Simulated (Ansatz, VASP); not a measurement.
# BaTiO3 in VASP and in Ansatz

```xyz
5
Lattice="4.0263 0.0000 0.0000 0.0000 4.0263 0.0000 0.0000 0.0000 4.0446" Properties=species:S:1:pos:R:3 pbc="T T T"
Ba    0.0000    0.0000    0.0000
Ti    2.0131    2.0131    1.9819
O     0.0000    2.0131    2.0911
O     2.0131    0.0000    2.0911
O     2.0131    2.0131    0.0768
```

Alike in both runs: task single point; functional PBE; dispersion D3(BJ); k mesh 7 × 7 × 7; occupations fermi-dirac, width 0.05 eV; no spin polarisation.

```csv
,VASP,Ansatz
version,VASP 6.6.1,Ansatz 0.2.0
potentials or method,"VASP PAW PBE potentials, release 64 (Ba_sv, Ti_sv, O_h)",Ansatz PAW
plane-wave cutoff (eV),910,420
valence electrons in the cell,40,40
```

Ansatz gave:

- gap on the k mesh at the Fermi level (eV): 1.88
- least direct gap on the mesh (eV): 2.06
- rms of the force components (eV/Å): 0.133

**Question.** Estimate VASP's values.

**Answer.** gap on the k mesh at the Fermi level (eV): 1.83; least direct gap on the mesh (eV): 2.04; rms of the force components (eV/Å): 0.129.

Atom by atom the forces differ by 0.012 eV/Å (rms over components).

Neither program's run includes spin-orbit coupling. Noted on VASP's run: the cutoff is short for stress, so the pressure is rough. Noted on Ansatz's run: odd divisions of the mesh miss points on the zone boundary, where band edges often lie, so the gap on the mesh can be too wide.
